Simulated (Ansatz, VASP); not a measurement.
**One calculation of Co, two programs**

File POSCAR:

```
Co
1.0
    2.5018845205      0.0000000000      0.0000000000
   -1.2509422603      2.1666955521      0.0000000000
    0.0000000000      0.0000000000      8.1711548441
Co
4
Direct
    0.0000000000      0.0000000000      0.0000000000
    0.0000000000      0.0000000000      0.5000000000
    0.3333333333      0.6666666667      0.2500000000
    0.6666666667      0.3333333333      0.7500000000
```

Contents of INCAR.step1:

```
  ALGO = Normal
  EDIFF = 1E-4
  ENCUT = 600
  GGA = PE
  ISMEAR = -1
  LASPH = T
  LCHARG = F
  LREAL = F
  LWAVE = T
  NELM = 60
  PREC = Accurate
  SIGMA = 0.1
```

File INCAR.step2:

```
  ALGO = Normal
  EDIFF = 1E-7
  EDIFFG = -0.01
  ENCUT = 600
  IBRION = 2
  ISIF = 3
  ISMEAR = -1
  ISTART = 1
  LASPH = T
  LCHARG = F
  LMIXTAU = T
  LREAL = F
  LWAVE = F
  METAGGA = R2SCAN
  NELM = 60
  NSW = 80
  PREC = Accurate
  SIGMA = 0.1
```

Contents of KPOINTS:

```
k-points
0
Gamma
  14 14 4
```

Input for Ansatz:

```yaml
crystal:
  lattice:
    - [2.5018845205, 0.0, 0.0]
    - [-1.2509422603, 2.1666955521, 0.0]
    - [0.0, 0.0, 8.1711548441]
  atoms:
    - { symbol: Co, position: [0.0, 0.0, 0.0] }
    - { symbol: Co, position: [0.0, 0.0, 0.5] }
    - { symbol: Co, position: [0.3333333333, 0.6666666667, 0.25] }
    - { symbol: Co, position: [0.6666666667, 0.3333333333, 0.75] }
hamiltonian:
  xc: r2scan
  pseudopotentials:
    kind: paw
    azcp:
      Co: "pseudopotentials/Co.paw.azcp"
basis:
  ecutwfc: 500
  fft_grid_basis: typed
kpoints:
  mp_grid: { grid: [14, 14, 4], shift: [0, 0, 0] }
magnetization:
  spin_polarized: false
scf:
  occupations: { method: fermi_dirac, width: 0.1 }
relax:
  max_steps: 60
  f_tol: 0.01
  cell: {}
```

Alike in both runs: task relaxation of cell and atoms; functional r2SCAN; k mesh 14 × 14 × 4; occupations fermi-dirac, width 0.1 eV; no spin polarisation.

```csv
,VASP,Ansatz
version,VASP 6.6.1,Ansatz 0.2.0
potentials or method,"VASP PAW PBE potentials, release 64 (Co), cutoff 600 eV","plane waves (500 eV) with PAW, scalar-relativistic"
valence electrons in the cell,36,68
```

|  | VASP | Ansatz | Ansatz less VASP |
| --- | --- | --- | --- |
| relaxed volume (Å³/atom) | 9.97 | 9.97 | -0.002 |
| relaxed cell length with the largest relative difference (Å) | 2.418 | 2.417 | -0.0003 |

VASP's potentials were made for PBE, not for r2SCAN. VASP's potentials hold 36 valence electrons a cell and Ansatz's 68, so a difference there can come from the potentials and not from the codes.

Noted on VASP's run: too few bands were computed for a metal, which touches its energy and stress.
